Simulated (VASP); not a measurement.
A run of VASP 6.6.1 is set up as follows.

File INCAR:

```
SYSTEM = Rh
  PREC = Accurate
  ENCUT = 520
  EDIFF = 1E-6
  ISMEAR = -1
  SIGMA = 0.05
  LREAL = .FALSE.
  LASPH = .TRUE.
  NELM = 80
  ALGO = Fast
  ISIF = 2
  LWAVE = .FALSE.
  LCHARG = .TRUE.
  GGA = PE
  LELF = .TRUE.
  LVHAR = .TRUE.
  NBANDS = 38
```

File KPOINTS:

```
regular mesh
0
G
  11 11 3
  0 0 0
```

The input POSCAR:

```
Rh
1.0
    2.7271663779      0.0000000000      0.0000000000
   -1.3635831889      2.3617953636      0.0000000000
    0.0000000000      0.0000000000      8.9138474877
Rh
4
Direct
    0.6666666667      0.3333333333      0.7500000000
    0.0000000000      0.0000000000      0.5000000000
    0.3333333333      0.6666666667      0.2500000000
    0.0000000000      0.0000000000      0.0000000000
```

Potentials or basis: VASP PAW PBE potentials, release 64 (Rh_pv).

Launch:

```console
$ cat potpaw_PBE.64/Rh_pv/POTCAR > POTCAR
$ mpirun -np 1 vasp_std > vasp.out
```

Problem. What does it give for the pressure?

Solution. -4.8 GPa.

Problem. Estimate the band gap on the k mesh.

Solution. Zero (bands 30 and 31 overlap by 1.52 eV).

Stress tensor (GPa, compression positive):
```
-4.28  0.00  0.00
 0.00 -4.28  0.00
 0.00  0.00 -5.75
```

Caveat: the cell stands under tension.
